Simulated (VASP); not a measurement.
Input of a VASP 6.6.1 run:

File INCAR:

```
SYSTEM = CoO
  PREC = Accurate
  ENCUT = 600
  EDIFF = 1E-6
  ISMEAR = 0
  SIGMA = 0.05
  LREAL = .FALSE.
  LASPH = .TRUE.
  NELM = 200
  ALGO = Normal
  ISIF = 2
  LWAVE = .FALSE.
  LCHARG = .FALSE.
  ISPIN = 2
  MAGMOM = 2.8 0.31
  LORBIT = 11
  LMAXMIX = 4
  LDAU = .TRUE.
  LDAUTYPE = 2
  LDAUL = 2 -1
  LDAUU = 3.3 0
  LDAUJ = 0 0
  LDAUPRINT = 1
  GGA = CA
  NBANDS = 22
  GGA_COMPAT = .FALSE.
```

File KPOINTS:

```
Automatic mesh
0
G
  10 10 10
  0 0 0
```

File POSCAR:

```
CoO
1.0
    0.0000000000      2.0843401413      2.0843401413
    2.0843401413      0.0000000000      2.0843401413
    2.0843401413      2.0843401413      0.0000000000
Co O
1 1
Direct
    0.0000000000      0.0000000000      0.0000000000
    0.5000000000      0.5000000000      0.5000000000
```

Potentials or basis: VASP PAW LDA potentials, release 64 (Co_sv, O).

The run is started by

```sh
$ cat potpaw_LDA.64/Co_sv/POTCAR potpaw_LDA.64/O/POTCAR > POTCAR
$ mpirun -np 1 vasp_std > vasp.out
```

(1) What does it give for the net moment?

(2) Estimate the site moments.

(3) What does it give for the pressure?

Answers

(1) 3.00 μB per cell.

(2) Co +2.65; O +0.28 μB.

(3) -7.1 GPa.

Caveat: a cell with one magnetic atom can't hold antiferromagnetic order, which such compounds often take.
